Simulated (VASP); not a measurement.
Input of a VASP 6.6.1 run:

File INCAR:

```
SYSTEM = MoS2
  ALGO = Normal
  EDIFF = 1E-7
  ENCUT = 520
  GGA = PS
  ISIF = 2
  ISMEAR = -1
  LASPH = .TRUE.
  LCHARG = .FALSE.
  LREAL = .FALSE.
  LWAVE = .FALSE.
  NBANDS = 35
  NELM = 100
  PREC = Accurate
  SIGMA = 0.05
```

File KPOINTS:

```
k-points
0
G
  10 10 3
  0 0 0
```

The input POSCAR:

```
MoS2
1.0
    3.2107021507      0.0000000000      0.0000000000
   -1.6053510754      2.7805496265      0.0000000000
    0.0000000000      0.0000000000     12.4861764927
Mo S
2 4
Direct
    0.6666666667      0.3333333333      0.7500000000
    0.3333333333      0.6666666667      0.2500000000
    0.6666666667      0.3333333333      0.3770000000
    0.3333333333      0.6666666667      0.8770000000
    0.6666666667      0.3333333333      0.1230000000
    0.3333333333      0.6666666667      0.6230000000
```

Potentials or basis: VASP PAW PBE potentials, release 64 (Mo_sv, S).

Command:

```bash
$ cat potpaw_PBE.64/Mo_sv/POTCAR potpaw_PBE.64/S/POTCAR > POTCAR
$ mpirun -np 1 vasp_std > vasp.out
```

Question: What does it give for the largest force?

Answer: 0.893 eV/Å.

Question: Predict the pressure.

Answer: -8.1 GPa.

Question: Estimate the band gap on the k mesh.

Answer: 0.93 eV, indirect (least direct gap 1.78 eV).

Stress tensor (GPa, compression positive):
```
-8.22  0.00  0.00
 0.00 -8.22  0.00
 0.00  0.00 -7.97
```

Caveat: the PAW data sets were made with another functional, which shifts forces and pressure a little; this functional lacks dispersion, which binds the layers, so the pressure and a relaxed spacing across them are unreliable. A k mesh can miss the band edges.
